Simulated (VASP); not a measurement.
# TiGeSe4 (P4/mmm) in VASP: further runs

TiGeSe4 is run at these levels: PBE; tasks: single point.

Everything below comes from runs of VASP 6.6.1. Logs are shortened: lines on timing, memory, paths and dates and some standing lists are left out, and cuts for length are marked.

**1. The cell of the first run**

The structure is tetragonal, space group P4/mmm (No. 123). The conventional cell has a = 3.158 Å, b = 3.158 Å, c = 14.384 Å, α = 90.00°, β = 90.00°, γ = 90.00°. Within 3.6 Å of Ti (site symmetry 4/mmm) lie 8 Se at 2.72 Å and 4 Ti at 3.16 Å. Within 3.8 Å of Ge (site symmetry 4/mmm) lie 8 Se at 2.89 Å and 4 Ge at 3.16 Å. Within 3.8 Å of Se (site symmetry 4mm) lie 4 Ge at 2.89 Å and 5 Se at 3.16 to 3.67 Å. Se (site symmetry 4mm) has 4 Ti at 2.72 Å and 5 Se at 3.12 to 3.16 Å within 3.6 Å.

The cell was built from a structure type or drawn by symmetry, and may not be a known phase.

**2. Single point, PBE**

INCAR

```
SYSTEM = TiGeSe4
PREC = Accurate
ENCUT = 520
EDIFF = 1E-6
ISMEAR = 0
SIGMA = 0.1
LREAL = .FALSE.
LASPH = .TRUE.
NELM = 100
ALGO = Normal
ISIF = 2
LWAVE = .FALSE.
LCHARG = .TRUE.
GGA = PE
LELF = .TRUE.
LVHAR = .TRUE.
NBANDS = 34
```

KPOINTS

```
Automatic mesh
0
G
  12 12 4
  0 0 0
```

POSCAR

```
TiGeSe4
1.0
    3.1575566722      0.0000000000      0.0000000000
    0.0000000000      3.1575566722      0.0000000000
    0.0000000000      0.0000000000     14.3840372635
Ti Ge Se
1 1 4
Direct
    0.5000000000      0.5000000000      0.5000000000
    0.0000000000      0.0000000000      0.0000000000
    0.5000000000      0.5000000000      0.1276193385
    0.0000000000      0.0000000000      0.6085394461
    0.0000000000      0.0000000000      0.3914605539
    0.5000000000      0.5000000000      0.8723806615
```

Potentials or basis: VASP PAW PBE potentials, release 64 (Ti_sv, Ge_d, Se).

Launch:

```bash
> cat potpaw_PBE.64/Ti_sv/POTCAR potpaw_PBE.64/Ge_d/POTCAR potpaw_PBE.64/Se/POTCAR > POTCAR
> mpirun -np 1 vasp_std > vasp.out
```

OUTCAR:

```text
SYSTEM = TiGeSe4
   PREC = Accurate
   ENCUT = 520
   EDIFF = 1E-6
   ISMEAR = 0
   LREAL = .FALSE.
   LASPH = .TRUE.
   NELM = 100
   ISIF = 2
   GGA = PE

 ion  position               nearest neighbor table
   1  0.500  0.500  0.500-   4 2.72   5 2.72   4 2.72   5 2.72   4 2.72   5 2.72   4 2.72   5 2.72

   2  0.000  0.000  0.000-
   3  0.500  0.500  0.128-
   4  0.000  0.000  0.609-   1 2.72   1 2.72   1 2.72   1 2.72
   5  0.000  0.000  0.391-   1 2.72   1 2.72   1 2.72   1 2.72
   6  0.500  0.500  0.872-

  LATTYP: Found a simple tetragonal cell.
 ALAT       =     3.1575566722
 C/A-ratio  =     4.5554328098

  Lattice vectors:

 A1 = (   3.1575566722,   0.0000000000,   0.0000000000)
 A2 = (   0.0000000000,   3.1575566722,   0.0000000000)
 A3 = (   0.0000000000,   0.0000000000,  14.3840372635)

Analysis of symmetry for initial positions (statically):
=====================================================================
 Subroutine PRICEL returns:
 Original cell was already a primitive cell.

 Routine SETGRP: Setting up the symmetry group for a
 simple tetragonal supercell.

 Subroutine GETGRP returns: Found 16 space group operations
 (whereof 16 operations were pure point group operations)
 out of a pool of 16 trial point group operations.

The static configuration has the point symmetry D_4h.

Analysis of symmetry for dynamics (positions and initial velocities):
=====================================================================
 Subroutine PRICEL returns:
 Original cell was already a primitive cell.

 Routine SETGRP: Setting up the symmetry group for a
 simple tetragonal supercell.

 Subroutine GETGRP returns: Found 16 space group operations
 (whereof 16 operations were pure point group operations)
 out of a pool of 16 trial point group operations.

The dynamic configuration has the point symmetry D_4h.

 Subroutine INISYM returns: Found 16 space group operations
 (whereof 16 operations are pure point group operations),
 and found     1 'primitive' translations

----------------------------------------------------------------------------------------

                                     Primitive cell

  volume of cell :     143.4112

  direct lattice vectors                    reciprocal lattice vectors
     3.157556672  0.000000000  0.000000000     0.316700571  0.000000000  0.000000000
     0.000000000  3.157556672  0.000000000     0.000000000  0.316700571  0.000000000
     0.000000000  0.000000000 14.384037263     0.000000000  0.000000000  0.069521511

  length of vectors
     3.157556672  3.157556672 14.384037263     0.316700571  0.316700571  0.069521511

  position of ions in fractional coordinates (direct lattice)
     0.500000000  0.500000000  0.500000000
     0.000000000  0.000000000  0.000000000
     0.500000000  0.500000000  0.127619338
     0.000000000  0.000000000  0.608539446
     0.000000000  0.000000000  0.391460554
     0.500000000  0.500000000  0.872380662

  ion indices of the primitive-cell ions
   primitive index   ion index
                 1           1
                 2           2
                 3           3
                 4           4
                 5           5
                 6           6

----------------------------------------------------------------------------------------

 KPOINTS: Automatic mesh

Automatic generation of k-mesh.
 Grid dimensions read from file:
 generate k-points for:   12   12    4

 Generating k-lattice:

  Cartesian coordinates                     Fractional coordinates (reciprocal lattice)
     0.026391714  0.000000000  0.000000000     0.083333333  0.000000000  0.000000000
     0.000000000  0.026391714  0.000000000     0.000000000  0.083333333  0.000000000
     0.000000000  0.000000000  0.017380378     0.000000000  0.000000000  0.250000000

  Length of vectors
     0.026391714  0.026391714  0.017380378

  Shift w.r.t. Gamma in fractional coordinates (k-lattice)
     0.000000000  0.000000000  0.000000000

 Subroutine IBZKPT returns following result:
 ===========================================

 Found     84 irreducible k-points:

 Following reciprocal coordinates:
            Coordinates               Weight
  0.000000  0.000000  0.000000      1.000000
  0.083333  0.000000  0.000000      4.000000
  0.166667  0.000000  0.000000      4.000000
  0.250000  0.000000  0.000000      4.000000
  0.333333  0.000000  0.000000      4.000000
  0.416667  0.000000  0.000000      4.000000
[... 16 lines left out ...]
  0.333333  0.333333  0.000000      4.000000
  0.416667  0.333333  0.000000      8.000000
 [... further k-points ...]
   k-points           NKPTS =     84   k-points in BZ     NKDIM =     84   number of bands    NBANDS=     34
   number of dos      NEDOS =    301   number of ions     NIONS =      6
   total plane-waves  NPLWV =  62208
   dimension x,y,z NGX =    24 NGY =   24 NGZ =  108
   dimension x,y,z NGXF=    48 NGYF=   48 NGZF=  216
   ions per type =               1   1   4
[... 22 lines left out ...]
   EFERMI_NEDOS =   21; number of points for ismear=-14 and -15
   IALGO  =     38    algorithm
   IMIX   =      4    mixing-type and parameters
     AMIX     =   0.40;   BMIX     =  1.00
     AMIX_MAG =   1.60;   BMIX_MAG =  1.00
  volume/ion in A,a.u.               =      23.90       161.30
  Fermi-wavevector in a.u.,A,eV,Ry     =   1.152225  2.177389 18.063386  1.327621
  Thomas-Fermi vector in A             =   2.288877
   LORBIT       =      0    0 simple, 1 ext, 2 COOP (PROOUT), +10 PAW based schemes
   GGA     = PE    functional components
   LHFCALC =     F    Hartree Fock is set to
   AEXX    =    0.0000 exact exchange contribution
   IVDW    =     0    specifies the selected vdW correction
   LEPSILON=     F    determine dielectric tensor
   LRPA    =     F    only Hartree local field effects (RPA)
 non-spin polarized calculation
 Gauss-broadening in eV      SIGMA  =   0.10
  energy-cutoff  :      520.00
  volume of cell :      143.41
 maximum number of plane-waves:      3928
 NGX is ok and might be reduce to    24
   NGX = 11   NGY = 11   NGZ = 53

 number of electron      50.0000007 magnetization

 Free energy of the ion-electron system (eV)
  ---------------------------------------------------
  ext. energy  EPLUGINS =         0.00000000
  ---------------------------------------------------
  free energy    TOTEN  =       -27.86467818 eV

  energy without entropy =      -27.84447708  energy(sigma->0) =      -27.85457763

 E-fermi :   3.8952     XC(G=0):  -9.4782

 val. band max:        3.8776966363   @ k =   0.5000   0.3333   0.5000
 cond. band min:       3.8978013742   @ k =   0.5000   0.3333   0.2500
 fundamental gap:      0.0201047380
 Fermi energy:         3.8952487523

 k-point     1 :       0.0000    0.0000    0.0000
  band No.  band energies     occupation
      1     -53.3688      2.00000
      2     -29.7097      2.00000
      3     -29.5015      2.00000
      4     -29.5015      2.00000
      5     -21.1709      2.00000
      6     -21.1365      2.00000
[... 26 lines left out ...]
     33       9.1047      0.00000
     34       9.4334      0.00000

 k-point     2 :       0.0833    0.0000    0.0000
  band No.  band energies     occupation
      1     -53.3677      2.00000
      2     -29.7081      2.00000
      3     -29.5136      2.00000
      4     -29.5004      2.00000
      5     -21.1683      2.00000
      6     -21.1354      2.00000
[... 26 lines left out ...]
     33       8.5859      0.00000
     34       9.4407      0.00000

 k-point     3 :       0.1667    0.0000    0.0000
  band No.  band energies     occupation
      1     -53.3649      2.00000
      2     -29.7035      2.00000
      3     -29.5464      2.00000
      4     -29.4973      2.00000
      5     -21.1621      2.00000
      6     -21.1314      2.00000
[... 26 lines left out ...]
     33       8.2536      0.00000
     34       9.4390      0.00000
[... 704 lines left out ...]
 k-point    23 :       0.3333    0.3333    0.0000
  band No.  band energies     occupation
      1     -53.3457      2.00000
      2     -29.6751      2.00000
      3     -29.6180      2.00000
      4     -29.6125      2.00000
      5     -21.1369      2.00000
      6     -21.1292      2.00000
[... 26 lines left out ...]
     33       6.6241      0.00000
     34       6.6390      0.00000

 k-point    24 :       0.4167    0.3333    0.0000
  band No.  band energies     occupation
      1     -53.3430      2.00000
      2     -29.6712      2.00000
      3     -29.6458      2.00000
      4     -29.6103      2.00000
      5     -21.1410      2.00000
      6     -21.1324      2.00000
[... 26 lines left out ...]
     33       6.7429      0.00000
     34       6.8473      0.00000

 [... further k-points ...]

------------------------ aborting loop because EDIFF is reached ----------------------------------------

  FORCE on cell =-STRESS in cart. coord.  units (eV):
  Direction    XX          YY          ZZ          XY          YZ          ZX
  --------------------------------------------------------------------------------------
  -------------------------------------------------------------------------------------
  Total        0.0848660      0.0848660      0.0557062      0.0000000     -0.0000000      0.0000000
  in kB        0.9481157      0.9481157      0.6223444      0.0000000     -0.0000000      0.0000000
  external PRESSURE =       0.8395253 kB  Pullay stress =       0.0000000 kB

 VOLUME and BASIS-vectors are now :
 -----------------------------------------------------------------------------
  energy-cutoff  :      520.00
  volume of cell :      143.41
      direct lattice vectors                 reciprocal lattice vectors
     3.157556672  0.000000000  0.000000000     0.316700571  0.000000000  0.000000000
     0.000000000  3.157556672  0.000000000     0.000000000  0.316700571  0.000000000
     0.000000000  0.000000000 14.384037263     0.000000000  0.000000000  0.069521511

 POSITION                                       TOTAL-FORCE (eV/Angst)
 -----------------------------------------------------------------------------------
      1.57878      1.57878      7.19202        -0.000000     -0.000000      0.000000
      0.00000      0.00000      0.00000        -0.000000     -0.000000      0.000000
      1.57878      1.57878      1.83568        -0.000000     -0.000000      0.006371
      0.00000      0.00000      8.75325        -0.000000     -0.000000      0.008008
      0.00000      0.00000      5.63078        -0.000000      0.000000     -0.008008
      1.57878      1.57878     12.54836         0.000000      0.000000     -0.006371
 -----------------------------------------------------------------------------------
    total drift:                                0.000000     -0.000000      0.000000

  FREE ENERGIE OF THE ION-ELECTRON SYSTEM (eV)
  ---------------------------------------------------
  free  energy   TOTEN  =       -27.8646781838 eV

  energy  without entropy=      -27.8444770837  energy(sigma->0) =      -27.85457763
```

Wall time 14 min (1 thread of Intel Xeon 8259CL, shared host); peak memory 0.48 GiB.

What came out:

```
Free energy            : -27.8647 eV
Pressure               : 0.1 GPa
Largest force          : 0.008 eV/Å
Band gap on the k mesh : zero (bands 25 and 26 overlap by 1.95 eV)
```

Forces in eV/Å, atoms in the order of the input:
```
Ti   0.000  0.000  0.000
Ge   0.000  0.000  0.000
Se   0.000  0.000  0.006
Se   0.000  0.000  0.008
Se   0.000  0.000 -0.008
Se   0.000  0.000 -0.006
```

Levels at points of the mesh, in eV from the Fermi level:
```tsv
k point	band 21	band 22	band 23	band 24	band 25	band 26	band 27	band 28	band 29	band 30
(0.00, 0.00, 0.00)	-0.38	-0.29	-0.29	0.18	0.18	0.68	0.68	0.93	1.71	3.36
(0.50, 0.00, 0.00)	-1.47	-1.25	-1.05	-0.39	1.13	1.30	1.56	1.59	2.36	2.68
(0.50, 0.50, 0.00)	-3.55	-3.55	-3.29	-1.81	-0.16	0.31	0.50	0.63	0.91	0.91
(0.00, 0.00, 0.50)	-0.29	-0.29	-0.03	0.18	0.18	0.68	0.68	0.85	1.71	3.26
(0.50, 0.00, 0.50)	-1.39	-1.29	-1.05	-0.36	1.13	1.30	1.56	1.59	2.39	2.80
(0.50, 0.50, 0.50)	-3.55	-3.55	-3.29	-1.80	-0.17	0.35	0.52	0.58	0.91	0.91
```

Caveat: this functional lacks dispersion, which binds the layers, so the pressure and a relaxed spacing across them are unreliable.

**3. Single point, PBE, collinear spin**

This run uses another cell than the first one, of 20.66 Å³/atom.

INCAR

```
SYSTEM = TiGeSe4
  PREC = Accurate
  ENCUT = 520
  EDIFF = 1E-6
  ISMEAR = 0
  SIGMA = 0.1
  LREAL = .FALSE.
  LASPH = .TRUE.
  NELM = 150
  ALGO = Normal
  ISIF = 2
  LWAVE = .FALSE.
  LCHARG = .TRUE.
  ISPIN = 2
  MAGMOM = 1 0 0 0 0 0
  LORBIT = 11
  LMAXMIX = 4
  GGA = PE
  LELF = .TRUE.
  LVHAR = .TRUE.
  NBANDS = 38
```

KPOINTS

```
regular mesh
0
G
  6 6 2
  0 0 0
```

POSCAR

```
TiGeSe4
1.0
    3.2589189344      0.0000000000      0.0000000000
    0.0000000000      3.2589189344      0.0000000000
    0.0000000000      0.0000000000     11.6706388588
Ti Ge Se
1 1 4
Direct
    0.5000000000      0.5000000000      0.5000000000
    0.0000000000      0.0000000000      0.0000000000
    0.5000000000      0.5000000000      0.1496225251
    0.0000000000      0.0000000000      0.6244133887
    0.0000000000      0.0000000000      0.3755866113
    0.5000000000      0.5000000000      0.8503774749
```

Potentials or basis: VASP PAW PBE potentials, release 64 (Ti_sv, Ge_d, Se).

Launch:

```bash
> cat potpaw_PBE.64/Ti_sv/POTCAR potpaw_PBE.64/Ge_d/POTCAR potpaw_PBE.64/Se/POTCAR > POTCAR
> mpirun -np 1 vasp_std > vasp.out
```

Run time: 9.2 min. Hardware: 1 thread of Intel Xeon 8259CL, shared host; peak memory 0.31 GiB.

The run converged. Its results:

```yaml
Free_energy: -27.8284 eV
Pressure: 0.0 GPa
Largest_force: 0.013 eV/Å
Band_gap_on_the_k_mesh: zero (filled and empty bands overlap)
Net_moment: 0.00 μB per cell
Valence_electrons_inside_the_program's_atomic_spheres: Ti 10.14; Ge 12.07; Se 3.69, 3.80 (each value once)
```

Forces on the atoms (eV/Å):
```
Ti   0.000  0.000  0.000
Ge   0.000  0.000  0.000
Se   0.000  0.000 -0.005
Se   0.000  0.000  0.013
Se   0.000  0.000 -0.013
Se   0.000  0.000  0.005
```

Stress tensor (GPa, compression positive):
```
 0.03  0.00  0.00
 0.00  0.03  0.00
 0.00  0.00 -0.06
```

Levels at points of the mesh, in eV from the Fermi level:
Spin up:
```csv
k point,band 21,band 22,band 23,band 24,band 25,band 26,band 27,band 28,band 29,band 30
"(0.00, 0.00, 0.00)",-0.98,-0.47,-0.47,-0.24,-0.10,0.38,0.38,0.99,1.23,3.22
"(0.50, 0.00, 0.00)",-1.21,-1.19,-0.81,-0.40,0.77,0.78,0.87,1.14,1.98,2.25
"(0.50, 0.50, 0.00)",-3.80,-3.25,-3.25,-2.29,-0.48,-0.21,0.50,1.12,1.27,1.27
"(0.00, 0.00, 0.50)",-0.79,-0.79,-0.69,-0.69,0.46,0.46,0.87,0.92,1.23,3.16
"(0.50, 0.00, 0.50)",-1.90,-1.49,-0.40,0.05,0.71,0.85,0.87,1.13,2.01,2.59
"(0.50, 0.50, 0.50)",-3.83,-3.25,-3.25,-2.25,-0.73,0.34,0.43,0.81,1.15,1.15
```
Spin down:
```csv
k point,band 23,band 24,band 25,band 26,band 27,band 28
"(0.00, 0.00, 0.00)",-0.47,-0.24,-0.10,0.38,0.38,0.99
"(0.50, 0.00, 0.00)",-0.81,-0.40,0.77,0.78,0.87,1.14
"(0.50, 0.50, 0.00)",-3.25,-2.29,-0.48,-0.21,0.51,1.12
"(0.00, 0.00, 0.50)",-0.69,-0.69,0.46,0.46,0.87,0.92
"(0.50, 0.00, 0.50)",-0.40,0.05,0.71,0.85,0.87,1.13
"(0.50, 0.50, 0.50)",-3.25,-2.25,-0.73,0.34,0.43,0.81
```

**4. Single point, PBE, collinear spin**

This run uses another cell than the first one, of 26.22 Å³/atom.

INCAR

```
PREC = Accurate ; ENCUT = 520
EDIFF = 1E-7 ; ISMEAR = 0
SIGMA = 0.1 ; LREAL = F
LASPH = T ; NELM = 150
ALGO = Normal ; ISIF = 2
LWAVE = F ; LCHARG = F
ISPIN = 2 ; MAGMOM = 1 0 0 0 0 0
LORBIT = 11 ; LMAXMIX = 4
GGA = PE ; NBANDS = 38
```

KPOINTS

```
regular mesh
0
Gamma
  6 6 2
```

POSCAR

```
TiGeSe4
1.0
    3.4486330100      0.0000000000      0.0000000000
    0.0000000000      3.4486330100      0.0000000000
    0.0000000000      0.0000000000     13.2295126000
Ti Ge Se
1 1 4
Direct
    0.5000000000      0.5000000000      0.5000000000
    0.0000000000      0.0000000000      0.0000000000
    0.5000000000      0.5000000000      0.1809719800
    0.0000000000      0.0000000000      0.6524536600
    0.0000000000      0.0000000000      0.3475463400
    0.5000000000      0.5000000000      0.8190280200
```

Launch:

```bash
> cat potpaw_PBE.64/Ti_sv/POTCAR potpaw_PBE.64/Ge_d/POTCAR potpaw_PBE.64/Se/POTCAR > POTCAR
> mpirun -np 1 vasp_std > vasp.out
```

It took 13 min on 1 thread of Intel Xeon 8259CL, shared host; peak memory 0.4 GiB.

It converged, with:

- Free energy: -24.2329 eV
- Pressure: -11.7 GPa
- Largest force: 2.220 eV/Å
- Net moment: 0.60 μB per cell
- Site moments: Ti +0.80; Ge +0.01; Se -0.05, -0.09 (each value once) μB
- Valence electrons inside the program's atomic spheres: Ti 9.89; Ge 11.90; Se 3.60, 3.64 (each value once)

Forces in eV/Å, atoms in the order of the input:
```
Ti   0.000  0.000  0.000
Ge   0.000  0.000  0.000
Se   0.000  0.000 -1.145
Se   0.000  0.000 -2.220
Se   0.000  0.000  2.220
Se   0.000  0.000  1.145
```

Stress tensor (GPa, compression positive):
```
 -9.45   0.00   0.00
  0.00  -9.45   0.00
  0.00   0.00 -16.13
```

Levels at points of the mesh, in eV from the Fermi level:
Spin up:
```
           k point  band 22  band 23  band 24  band 25  band 26  band 27  band 28  band 29
(0.00, 0.00, 0.00)    -0.48    -0.48    -0.07     0.53     0.53     0.83     0.83     1.02
(0.50, 0.00, 0.00)    -0.69    -0.56    -0.34     0.67     0.77     0.78     0.95     1.00
(0.50, 0.50, 0.00)    -1.94    -1.94    -1.35    -0.86    -0.79     0.13     0.13     0.27
(0.00, 0.00, 0.50)    -0.42    -0.14     0.17     0.35     0.35     1.02     1.05     1.05
(0.50, 0.00, 0.50)    -0.83    -0.34    -0.26     0.67     0.78     0.97     0.99     1.10
(0.50, 0.50, 0.50)    -1.78    -1.78    -1.26    -1.00    -0.71    -0.06    -0.06     0.35
```
Spin down:
```csv
k point,band 23,band 24,band 25,band 26,band 27,band 28
"(0.00, 0.00, 0.00)",0.12,0.62,0.62,0.75,0.75,0.80
"(0.50, 0.00, 0.00)",-0.14,0.14,0.65,0.87,0.90,1.24
"(0.50, 0.50, 0.00)",-1.94,-1.36,-0.90,-0.89,0.13,0.13
"(0.00, 0.00, 0.50)",0.12,0.44,0.44,0.77,0.96,0.96
"(0.50, 0.00, 0.50)",-0.14,0.56,0.65,0.86,0.91,1.25
"(0.50, 0.50, 0.50)",-1.83,-1.31,-0.98,-0.82,0.01,0.01
```

Caveat: the cell stands under tension; forces of over 1 eV/Å act on the atoms, so gaps and moduli don't describe the material at rest.

**5. Overview**

| spin | cell | k mesh | gap on the mesh (eV) | pressure (GPa) | moment (μB) | largest force (eV/Å) |
| --- | --- | --- | --- | --- | --- | --- |
| off | a = 3.158, b = 3.158, c = 14.384 Å, 6 atoms, atomic positions A | 12 × 12 × 4 | none | 0.1 | - | 0.01 |
| collinear | a = 3.259, b = 3.259, c = 11.671 Å, 6 atoms, atomic positions B | 6 × 6 × 2 | none | 0.0 | 0.00 | 0.01 |
| collinear | a = 3.449, b = 3.449, c = 13.230 Å, 6 atoms, atomic positions C | 6 × 6 × 2 | none | -11.7 | 0.60 | 2.22 |

Alike in all rows: task single point; level PBE; potentials or basis VASP PAW PBE potentials, release 64 (Ti_sv, Ge_d, Se); cutoff (eV) 520; smearing gaussian 0.1 eV.

Caveats: this functional lacks dispersion, which binds the layers, so the pressure and a relaxed spacing across them are unreliable (at least some runs); the cell stands under tension (at least some runs); forces of over 1 eV/Å act on the atoms, so gaps and moduli don't describe the material at rest (at least some runs).

Absolute energies hang on the potentials; compare differences alone.
